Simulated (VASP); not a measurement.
# Cr3CdN (Pm-3m) in VASP: single point with r2SCAN

Aim: the single point of Cr3CdN with r2SCAN.

All numbers are computed with VASP 6.6.1; they aren't measurements. Logs are shortened: lines on timing, memory, paths and dates and some standing lists are left out, and cuts for length are marked.

**1. The cell of the first run**

It takes space group Pm-3m (No. 221, cubic). Conventional cell: a = 4.086 Å, b = 4.086 Å, c = 4.086 Å, α = 90.00°, β = 90.00°, γ = 90.00°. Cd (site symmetry m-3m) has 12 Cr at 2.89 Å and 8 N at 3.54 Å within 3.8 Å. N (site symmetry m-3m) has 6 Cr at 2.04 Å within 2.7 Å. Within 2.7 Å of Cr (site symmetry 4/mmm) lie 2 N at 2.04 Å.

**2. Single point, r2SCAN**

Input file POSCAR:

```
Cr3CdN
1.0
    4.0859571500      0.0000000000      0.0000000000
    0.0000000000      4.0859571500      0.0000000000
    0.0000000000      0.0000000000      4.0859571500
Cd N Cr
1 1 3
Direct
    0.0000000000      0.0000000000      0.0000000000
    0.5000000000      0.5000000000      0.5000000000
    0.0000000000      0.5000000000      0.5000000000
    0.5000000000      0.0000000000      0.5000000000
    0.5000000000      0.5000000000      0.0000000000
```

Input file INCAR.step1:

```
SYSTEM = Cr3CdN
ALGO     = Normal         ! electronic algorithm
EDIFF    = 1E-4           ! SCF threshold, eV
ENCUT    = 520            ! plane-wave cutoff, eV
GGA      = PE             ! functional
ISMEAR   = -5             ! smearing method
LASPH    = .TRUE.         ! aspherical terms in the spheres
LCHARG   = .FALSE.        ! write CHGCAR
LMAXMIX  = 4              ! l up to which the mixer works
LREAL    = .FALSE.        ! projectors in reciprocal space
LWAVE    = .TRUE.         ! write WAVECAR
NELM     = 100            ! most SCF steps
PREC     = Accurate       ! precision mode
SIGMA    = 0.1            ! smearing width, eV
```

Input file INCAR.step2:

```
SYSTEM = Cr3CdN
ALGO     = Normal         ! electronic algorithm
EDIFF    = 1E-6           ! SCF threshold, eV
ENCUT    = 520            ! plane-wave cutoff, eV
ISIF     = 2              ! what is computed and relaxed
ISMEAR   = -1             ! smearing method
ISTART   = 1            
LASPH    = .TRUE.         ! aspherical terms in the spheres
LCHARG   = .FALSE.        ! write CHGCAR
LMAXMIX  = 4              ! l up to which the mixer works
LMIXTAU  = .TRUE.       
LORBIT   = 10             ! projections on sites
LREAL    = .FALSE.        ! projectors in reciprocal space
LWAVE    = .FALSE.        ! write WAVECAR
METAGGA  = R2SCAN         ! meta-GGA
NELM     = 100            ! most SCF steps
PREC     = Accurate       ! precision mode
SIGMA    = 0.1            ! smearing width, eV
```

Input file KPOINTS:

```
k-points
0
G
  8 8 8
  0 0 0
```

Potentials or basis: VASP PAW PBE potentials, release 64 (Cd, N, Cr_pv).

The run is started by

```console
$ cat potpaw_PBE.64/Cd/POTCAR potpaw_PBE.64/N/POTCAR potpaw_PBE.64/Cr_pv/POTCAR > POTCAR
$ cp INCAR.step1 INCAR
$ mpirun -np 1 vasp_std > vasp.out
$ cp INCAR.step2 INCAR
$ mpirun -np 1 vasp_std > vasp.out
```

OUTCAR:

```text
SYSTEM = Cr3CdN
   EDIFF = 1E-6
   ENCUT = 520
   ISIF = 2
   ISMEAR = -1
   ISTART = 1
   LASPH = .TRUE.
   LORBIT = 10
   LREAL = .FALSE.
   METAGGA = R2SCAN
   NELM = 100
   PREC = Accurate

 ion  position               nearest neighbor table
   1  0.000  0.000  0.000-   3 2.89   4 2.89   5 2.89   3 2.89   4 2.89   3 2.89   5 2.89   3 2.89
                             4 2.89   5 2.89   4 2.89   5 2.89
   2  0.500  0.500  0.500-   3 2.04   4 2.04   5 2.04   5 2.04   4 2.04   3 2.04
   3  0.000  0.500  0.500-   2 2.04   2 2.04   4 2.89   5 2.89   1 2.89   5 2.89   1 2.89   4 2.89
                             1 2.89   1 2.89   4 2.89   5 2.89   5 2.89   4 2.89
   4  0.500  0.000  0.500-   2 2.04   2 2.04   3 2.89   5 2.89   1 2.89   5 2.89   1 2.89   3 2.89
                             5 2.89   5 2.89   1 2.89   3 2.89   1 2.89   3 2.89
   5  0.500  0.500  0.000-   2 2.04   2 2.04   3 2.89   4 2.89   1 2.89   3 2.89   4 2.89   1 2.89
                             4 2.89   4 2.89   1 2.89   3 2.89   3 2.89   1 2.89

  LATTYP: Found a simple cubic cell.
 ALAT       =     4.0859571500

  Lattice vectors:

 A1 = (   4.0859571500,   0.0000000000,   0.0000000000)
 A2 = (   0.0000000000,   4.0859571500,   0.0000000000)
 A3 = (   0.0000000000,   0.0000000000,   4.0859571500)

Analysis of symmetry for initial positions (statically):
=====================================================================
 Subroutine PRICEL returns:
 Original cell was already a primitive cell.

 Routine SETGRP: Setting up the symmetry group for a
 simple cubic supercell.

 Subroutine GETGRP returns: Found 48 space group operations
 (whereof 48 operations were pure point group operations)
 out of a pool of 48 trial point group operations.

The static configuration has the point symmetry O_h .

Analysis of symmetry for dynamics (positions and initial velocities):
=====================================================================
 Subroutine PRICEL returns:
 Original cell was already a primitive cell.

 Routine SETGRP: Setting up the symmetry group for a
 simple cubic supercell.

 Subroutine GETGRP returns: Found 48 space group operations
 (whereof 48 operations were pure point group operations)
 out of a pool of 48 trial point group operations.

The dynamic configuration has the point symmetry O_h .

 Subroutine INISYM returns: Found 48 space group operations
 (whereof 48 operations are pure point group operations),
 and found     1 'primitive' translations

----------------------------------------------------------------------------------------

                                     Primitive cell
[... 104 lines left out ...]
   ISYM   =      2    0-nonsym 1-usesym 2-fastsym
   POTIM  = 0.5000    time-step for ionic-motion
   TEBEG  =    0.0;   TEEND  =   0.0 temperature during run
   PSTRESS=    0.0 pullay stress
   NELECT =      53.0000    total number of electrons
   NUPDOWN=      -1.0000    fix difference up-down
   EMIN   =  10.00;   EMAX   =-10.00  energy-range for DOS
   EFERMI =   0.00;   METHOD = LEGACY
   ISMEAR =    -1;   SIGMA  =   0.10  broadening in eV -4-tet -1-fermi 0-gaus
   EFERMI_NEDOS =   21; number of points for ismear=-14 and -15
   IALGO  =     38    algorithm
   IMIX   =      4    mixing-type and parameters
     AMIX     =   0.40;   BMIX     =  1.00
     AMIX_MAG =   1.60;   BMIX_MAG =  1.00
  volume/ion in A,a.u.               =      13.64        92.07
  Fermi-wavevector in a.u.,A,eV,Ry     =   1.505011  2.844058 30.817983  2.265058
  Thomas-Fermi vector in A             =   2.615916
   LORBIT       =     10    0 simple, 1 ext, 2 COOP (PROOUT), +10 PAW based schemes
   METAGGA = R2SCAN    functional components
   LHFCALC =     F    Hartree Fock is set to
   AEXX    =    0.0000 exact exchange contribution
   IVDW    =     0    specifies the selected vdW correction
   LEPSILON=     F    determine dielectric tensor
   LRPA    =     F    only Hartree local field effects (RPA)
 non-spin polarized calculation
  energy-cutoff  :      520.00
  volume of cell :       68.22
 maximum number of plane-waves:      1856
   NGX = 15   NGY = 15   NGZ = 15

 number of electron      52.9999909 magnetization

 Free energy of the ion-electron system (eV)
  ---------------------------------------------------
  ext. energy  EPLUGINS =         0.00000000
  ---------------------------------------------------
  free energy    TOTEN  =       -72.66645863 eV

  energy without entropy =      -72.44977699  energy(sigma->0) =      -72.55811781

 E-fermi :   6.8728     XC(G=0): -13.3093

 val. band max:        6.8601382522   @ k =   0.2500   0.1250   0.0000
 cond. band min:       6.8814673189   @ k =   0.3750   0.2500   0.1250
 fundamental gap:      0.0213290667
 Fermi energy:         6.8727707466

 k-point     1 :       0.0000    0.0000    0.0000
  band No.  band energies     occupation
      1     -38.0992      2.00000
      2     -38.0992      2.00000
      3     -38.0992      2.00000
      4     -37.9155      2.00000
      5     -37.9155      2.00000
      6     -37.9155      2.00000
[... 805 lines left out ...]
     30       7.5753      0.00178
     31       7.7895      0.00021

 [... further k-points ...]
[... 5 lines left out ...]
  --------------------------------------------------------------------------------------
  -------------------------------------------------------------------------------------
  Total      -10.7374716    -10.7374716    -10.7374716     -0.0000000      0.0000000     -0.0000000
  in kB     -252.1919299   -252.1919299   -252.1919299     -0.0000000      0.0000000     -0.0000000
  external PRESSURE =    -252.1919299 kB  Pullay stress =       0.0000000 kB

 VOLUME and BASIS-vectors are now :
 -----------------------------------------------------------------------------
  energy-cutoff  :      520.00
  volume of cell :       68.22
      direct lattice vectors                 reciprocal lattice vectors
     4.085957150  0.000000000  0.000000000     0.244740697  0.000000000  0.000000000
     0.000000000  4.085957150  0.000000000     0.000000000  0.244740697  0.000000000
     0.000000000  0.000000000  4.085957150     0.000000000  0.000000000  0.244740697

 POSITION                                       TOTAL-FORCE (eV/Angst)
 -----------------------------------------------------------------------------------
      0.00000      0.00000      0.00000         0.000000      0.000000      0.000000
      2.04298      2.04298      2.04298         0.000000      0.000000      0.000000
      0.00000      2.04298      2.04298         0.000000      0.000000      0.000000
      2.04298      0.00000      2.04298         0.000000      0.000000      0.000000
      2.04298      2.04298      0.00000         0.000000      0.000000      0.000000
 -----------------------------------------------------------------------------------
    total drift:                                0.000000      0.000000     -0.000000

  FREE ENERGIE OF THE ION-ELECTRON SYSTEM (eV)
  ---------------------------------------------------
  free  energy   TOTEN  =       -72.6664586255 eV

  energy  without entropy=      -72.4497769903  energy(sigma->0) =      -72.55811781

 total charge

# of ion       s       p       d       tot
------------------------------------------
    1        0.534   0.460   9.452  10.446
    2        1.253   2.460   0.000   3.713
    3        0.440   6.260   4.103  10.803
    4        0.440   6.260   4.103  10.803
    5        0.440   6.260   4.103  10.803
--------------------------------------------------
tot          3.107  21.700  21.761  46.567
```

OUTCAR.step1:

```text
SYSTEM = Cr3CdN
   EDIFF = 1E-4
   ENCUT = 520
   GGA = PE
   ISMEAR = -5
   LASPH = .TRUE.
[... 1054 lines left out ...]
      0.00000      2.04298      2.04298         0.000000      0.000000      0.000000
      2.04298      0.00000      2.04298         0.000000      0.000000      0.000000
      2.04298      2.04298      0.00000         0.000000      0.000000      0.000000
 -----------------------------------------------------------------------------------
    total drift:                                0.000000      0.000000     -0.000000

  FREE ENERGIE OF THE ION-ELECTRON SYSTEM (eV)
  ---------------------------------------------------
  free  energy   TOTEN  =       -36.8241902204 eV

  energy  without entropy=      -36.8241902204  energy(sigma->0) =      -36.82419022
```

OSZICAR.step1:

```text
N       E                     dE             d eps       ncg     rms          rms(c)
DAV:   1     0.648941659117E+03    0.64894E+03   -0.30471E+04  2202   0.196E+03
DAV:   2     0.129981537130E+02   -0.63594E+03   -0.62725E+03  2170   0.575E+02
DAV:   3    -0.430456272075E+02   -0.56044E+02   -0.55103E+02  2868   0.164E+02
DAV:   4    -0.449404170530E+02   -0.18948E+01   -0.18730E+01  2599   0.294E+01
DAV:   5    -0.449992349463E+02   -0.58818E-01   -0.58687E-01  2734   0.466E+00    0.247E+01
DAV:   6    -0.395724020689E+02    0.54268E+01   -0.12844E+02  2898   0.753E+01    0.128E+01
DAV:   7    -0.369020973516E+02    0.26703E+01   -0.25027E+01  2881   0.357E+01    0.554E+00
DAV:   8    -0.368579706300E+02    0.44127E-01   -0.95141E-01  2646   0.621E+00    0.235E+00
DAV:   9    -0.368260909708E+02    0.31880E-01   -0.15458E-01  2979   0.218E+00    0.650E-01
DAV:  10    -0.368241619203E+02    0.19291E-02   -0.18716E-02  2687   0.109E+00    0.136E-01
DAV:  11    -0.368241902204E+02   -0.28300E-04   -0.94006E-04  2755   0.187E-01
   1 F= -.36824190E+02 E0= -.36824190E+02  d E =0.000000E+00
```

Wall time 3.4 min (1 thread of Intel Xeon Platinum 8375C at 2.90GHz (Ice Lake), shared host); peak memory 0.21 GiB.

Results:

| Quantity | Value |
| --- | --- |
| Free energy | -72.6665 eV |
| Pressure | -25.2 GPa |
| Band gap on the k mesh | zero (an odd number of electrons rules out a gap without spin polarisation) |
| Valence electrons inside the program's atomic spheres | Cd 10.45; N 3.71; Cr 10.80 |

Levels at points of the mesh, in eV from the Fermi level:
| k point | band 23 | band 24 | band 25 | band 26 | band 27 | band 28 | band 29 | band 30 |
| --- | --- | --- | --- | --- | --- | --- | --- | --- |
| (0.00, 0.00, 0.00) | -1.73 | -1.73 | 0.46 | 0.46 | 0.46 | 0.51 | 0.51 | 1.13 |
| (0.50, 0.00, 0.00) | -1.76 | -0.87 | -0.52 | 0.22 | 0.24 | 0.24 | 0.24 | 0.57 |
| (0.50, 0.50, 0.00) | -0.82 | -0.82 | -0.71 | -0.71 | -0.13 | 0.39 | 0.45 | 0.67 |
| (0.50, 0.50, 0.50) | -0.80 | -0.80 | -0.80 | -0.57 | -0.57 | -0.57 | 0.74 | 0.74 |

Caveat: the cell stands under tension; the PAW data sets were made with another functional, which shifts forces and pressure a little; the run has no spin polarisation, though such a crystal can be magnetic. Spin polarisation is off, so any magnetic state and its effect on volume and gap are missing.
